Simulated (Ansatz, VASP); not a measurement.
## BP: VASP beside Ansatz

INCAR

```
ALGO     = Normal         # electronic algorithm
EDIFF    = 1E-7           # SCF threshold, eV
ENCUT    = 520            # plane-wave cutoff, eV
GGA      = PE             # functional
ISIF     = 2              # what is computed and relaxed
ISMEAR   = 0              # smearing method
LASPH    = True           # aspherical terms in the spheres
LCHARG   = False          # write CHGCAR
LREAL    = False          # projectors in reciprocal space
LWAVE    = False          # write WAVECAR
NBANDS   = 11             # bands
NELM     = 100            # most SCF steps
PREC     = Accurate       # precision mode
SIGMA    = 0.01           # smearing width, eV
```

KPOINTS

```
k-points
0
Gamma
  6 6 6
```

The input POSCAR:

```
BP
1.0
    0.0000000000      2.2683155501      2.2683155501
    2.2683155501      0.0000000000      2.2683155501
    2.2683155501      2.2683155501      0.0000000000
B P
1 1
Direct
    0.0000000000      0.0000000000      0.0000000000
    0.2500000000      0.2500000000      0.2500000000
```

Input for Ansatz:

```yaml
crystal:
  lattice:
    - [0.0, 2.2683155501, 2.2683155501]
    - [2.2683155501, 0.0, 2.2683155501]
    - [2.2683155501, 2.2683155501, 0.0]
  atoms:
    - { symbol: B, position: [0.0, 0.0, 0.0] }
    - { symbol: P, position: [0.25, 0.25, 0.25] }
kpoints:
  mp_grid: { grid: [6, 6, 6] }
hamiltonian:
  xc: pbe
scf:
  occupations: { method: fixed }
  n_extra_bands: 4
output:
  forces: true
  stress: true
  eigenvalues: true
```

Alike in both runs: task single point; functional PBE; k mesh 6 × 6 × 6; no spin polarisation.

|  | VASP | Ansatz |
| --- | --- | --- |
| version | VASP 6.6.1 | Ansatz 0.2.0 |
| potentials or method | VASP PAW PBE potentials, release 64 (B, P) | plane waves, PAW |
| plane-wave cutoff (eV) | 520 | 420 |
| occupations | gaussian, width 0.01 eV | fixed |
| valence electrons in the cell | 8 | 8 |

|  | VASP | Ansatz | Ansatz less VASP |
| --- | --- | --- | --- |
| gap on the k mesh at the Fermi level (eV) | 1.33 | 1.33 | +0.004 |
| pressure (GPa) | 1.2 | 1.4 | +0.23 |
